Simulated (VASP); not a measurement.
Input of a VASP 6.6.1 run:

File INCAR:

```
SYSTEM = Ge
PREC = Accurate
ENCUT = 520
EDIFF = 1E-7
ISMEAR = -1
SIGMA = 0.05
LREAL = .False.
LASPH = .True.
NELM = 100
ALGO = Normal
ISIF = 2
LWAVE = .False.
LCHARG = .True.
GGA = PS
IVDW = 12
LELF = .True.
LVHAR = .True.
NBANDS = 36
```

File KPOINTS:

```
Automatic mesh
0
Gamma
  8 8 4
  0 0 0
```

The input POSCAR:

```
Ge
1.0
    3.9637305142      0.0000000000      0.0000000000
   -1.9818652571      3.4326913190      0.0000000000
    0.0000000000      0.0000000000      6.5258623683
Ge
4
Direct
    0.3333333333      0.6666666667      0.9372397362
    0.6666666667      0.3333333333      0.4372397362
    0.3333333333      0.6666666667      0.5627602638
    0.6666666667      0.3333333333      0.0627602638
```

Potentials or basis: VASP PAW PBE potentials, release 64 (Ge_d).

Command:

```console
$ cat potpaw_PBE.64/Ge_d/POTCAR > POTCAR
$ mpirun -np 1 vasp_std > vasp.out
```

(1) Estimate the dispersion energy per atom.

(2) Estimate the band gap on the k mesh.

Answers

(1) -0.279 eV.

(2) zero (band 28 reaches 5.23 eV, above the bottom of band 29 at 5.22 eV).
